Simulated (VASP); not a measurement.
Wanted: the native input for a VASP 6.6.1 run.

```
Task                   : single point
Functional             : PBE
Dispersion             : D4
Potentials or basis    : VASP PAW PBE potentials, release 64 (Na_pv, F)
Cutoff                 : 520 eV
k mesh                 : 8 × 8 × 8
Occupations            : gaussian, width 0.05 eV
Spin                   : no spin polarisation
Dipole correction      : no
Further INCAR settings : ALGO = Normal; EDIFF = 1e-07; NBANDS = 14
```

The structure of NaF lies in POSCAR:

```
NaF
1.0
    0.0000000000      2.3546769319      2.3546769319
    2.3546769319      0.0000000000      2.3546769319
    2.3546769319      2.3546769319      0.0000000000
Na F
1 1
Direct
    0.0000000000      0.0000000000      0.0000000000
    0.5000000000      0.5000000000      0.5000000000
```

This cell differs from its parent crystal: volume scaled by 1.02.

These files were run (other wordings do the same):

INCAR

```
SYSTEM = NaF
  PREC = Accurate
  ENCUT = 520
  EDIFF = 1E-7
  ISMEAR = 0
  SIGMA = 0.05
  LREAL = .False.
  LASPH = .True.
  NELM = 100
  ALGO = Normal
  ISIF = 2
  LWAVE = .False.
  LCHARG = .False.
  GGA = PE
  IVDW = 13
  NBANDS = 14
```

KPOINTS

```
Automatic mesh
0
Gamma
  8 8 8
  0 0 0
```

Potentials or basis: VASP PAW PBE potentials, release 64 (Na_pv, F).

Command:

```bash
$ cat potpaw_PBE.64/Na_pv/POTCAR potpaw_PBE.64/F/POTCAR > POTCAR
$ mpirun -np 1 vasp_std > vasp.out
```

Results of the run:

* Pressure: -1.0 GPa
* Band gap on the k mesh: 6.05 eV, direct
* Dispersion energy per atom: -0.049 eV

It took 18 s on 1 thread of Intel Xeon 8259CL, on a shared host, peak memory 0.15 GiB.
